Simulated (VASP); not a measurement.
Input of a VASP 6.6.1 run:

The input INCAR:

```
SYSTEM = Si3C
PREC = Accurate
ENCUT = 520
EDIFF = 1E-6
ISMEAR = 0
SIGMA = 0.1
LREAL = .False.
LASPH = .True.
NELM = 100
ALGO = Normal
ISIF = 2
LWAVE = .False.
LCHARG = .False.
GGA = PE
NBANDS = 16
```

Contents of KPOINTS:

```
regular mesh
0
Gamma
  18 18 8
  0 0 0
```

Contents of POSCAR:

```
Si3C
1.0
    2.9039991475      0.0000000000      0.0000000000
   -1.4519995738      2.5149370343      0.0000000000
    0.0000000000      0.0000000000      6.5489508944
Si C
3 1
Direct
    0.3333333333      0.6666666667      0.5000000000
    0.6666666667      0.3333333333      0.1863988946
    0.6666666667      0.3333333333      0.8136011054
    0.3333333333      0.6666666667      0.0000000000
```

Potentials or basis: VASP PAW PBE potentials, release 64 (Si, C).

Run with:

```sh
$ cat potpaw_PBE.64/Si/POTCAR potpaw_PBE.64/C/POTCAR > POTCAR
$ mpirun -np 1 vasp_std > vasp.out
```

**Question.** What does it give for the largest force?

**Answer.** 0.012 eV/Å.

**Question.** What does it give for the pressure?

**Answer.** 0.0 GPa.

**Question.** Estimate the band gap on the k mesh.

**Answer.** Zero (bands 8 and 9 overlap by 7.70 eV).

Forces on the atoms (eV/Å):
```
Si   0.000  0.000  0.000
Si   0.000  0.000 -0.012
Si   0.000  0.000  0.012
C    0.000  0.000  0.000
```
